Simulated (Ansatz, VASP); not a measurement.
**Ti: VASP beside Ansatz**

Contents of POSCAR:

```
Ti
1.0
    2.9499978604      0.0000000000      0.0000000000
   -1.4749989302      2.5547730882      0.0000000000
    0.0000000000      0.0000000000      4.8265800000
Ti
2
Direct
    0.3333333333      0.6666666667      0.2500000000
    0.6666666667      0.3333333333      0.7500000000
```

INCAR.step1

```
SYSTEM = Ti
PREC     = Accurate       ! precision mode
ENCUT    = 520            ! plane-wave cutoff, eV
ISMEAR   = 0              ! smearing method
SIGMA    = 0.15           ! smearing width, eV
LREAL    = .False.        ! projectors in reciprocal space
LASPH    = .True.         ! aspherical terms in the spheres
NELM     = 60             ! most SCF steps
NBANDS   = 19             ! bands
GGA      = PE             ! functional
ALGO     = Normal         ! electronic algorithm
EDIFF    = 1E-4           ! SCF threshold, eV
LWAVE    = .True.         ! write WAVECAR
LCHARG   = .False.        ! write CHGCAR
```

File INCAR.step2:

```
SYSTEM = Ti
PREC     = Accurate       ! precision mode
ENCUT    = 520            ! plane-wave cutoff, eV
EDIFF    = 1E-6           ! SCF threshold, eV
ISMEAR   = 0              ! smearing method
SIGMA    = 0.15           ! smearing width, eV
LREAL    = .False.        ! projectors in reciprocal space
LASPH    = .True.         ! aspherical terms in the spheres
NELM     = 60             ! most SCF steps
ALGO     = Normal         ! electronic algorithm
ISIF     = 2              ! what is computed and relaxed
LWAVE    = .False.        ! write WAVECAR
LCHARG   = .True.         ! write CHGCAR
METAGGA  = R2SCAN         ! meta-GGA
LMIXTAU  = .True.       
LELF     = .True.         ! ELF
LVHAR    = .True.       
NBANDS   = 19             ! bands
ISTART   = 1
```

KPOINTS

```
Automatic mesh
0
Gamma
  18 18 10
  0 0 0
```

Input for Ansatz:

```yaml
crystal:
  lattice:
    - [2.9499978604, 0.0, 0.0]
    - [-1.4749989302, 2.5547730882, 0.0]
    - [0.0, 0.0, 4.82658]
  atoms:
    - { symbol: Ti, position: [0.3333333333, 0.6666666667, 0.25] }
    - { symbol: Ti, position: [0.6666666667, 0.3333333333, 0.75] }
basis:
  ecutwfc: 500
kpoints:
  mp_grid: { grid: [18, 18, 10] }
hamiltonian:
  xc: r2scan
scf:
  occupations: { method: gaussian, width: 0.15 }
output:
  forces: true
  stress: true
  eigenvalues: true
```

Change from the starting cell: strain +0.000 along x and y, +0.030 along z, atoms carried along.

Alike in both runs: task single point; functional r2SCAN; k mesh 18 × 18 × 10; occupations gaussian, width 0.15 eV; no spin polarisation.

|  | VASP | Ansatz |
| --- | --- | --- |
| version | VASP 6.6.1 | Ansatz 0.2.0 |
| potentials or method | VASP PAW PBE potentials, release 64 (Ti_sv), cutoff 520 eV | scalar-relativistic, plane waves, PAW |
| valence electrons in the cell | 24 | 24 |

Ansatz gave:

```
gap on the k mesh at the Fermi level (eV)                     : none
pressure (GPa)                                                : -5.3
traceless stress, the component that is largest in VASP (GPa) : -2.69
```

Q: Which values does VASP return?

A: gap on the k mesh at the Fermi level (eV): none; pressure (GPa): -5.0; traceless stress, the component that is largest in VASP (GPa): -2.68.

VASP's potentials were made for PBE, not for r2SCAN. A gap of «none» marks a metal or a gap that the smearing closes. With one functional, cell and mesh, what is left measures potentials, basis and numerics.
